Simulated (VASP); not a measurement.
Crystal: AgBr.

```
CELL_PARAMETERS angstrom
0.00000 2.92026 2.92026
2.92026 0.00000 2.92026
2.92026 2.92026 0.00000
ATOMIC_POSITIONS crystal
Ag 0.50000 0.50000 0.50000
Br 0.00000 0.00000 0.00000
```

Program: VASP 6.6.1. Alike in all runs: task single point; potentials or basis VASP PAW PBE potentials, release 64 (Ag, Br); no spin polarisation; cell as given; k mesh 10 × 10 × 10; cutoff (eV) 500; smearing gaussian 0.05 eV.

Problem. Order these runs on this cell by their pressure, lowest first.
A. level PBE
B. level PBE+D3(BJ)
C. level RPBE

Solution. B (-2.3 GPa), A (0.0 GPa), C (2.6 GPa).

Caveats: the PAW data sets were made with another functional, which shifts forces and pressure a little (at least some runs); three body term missing (at least some runs).
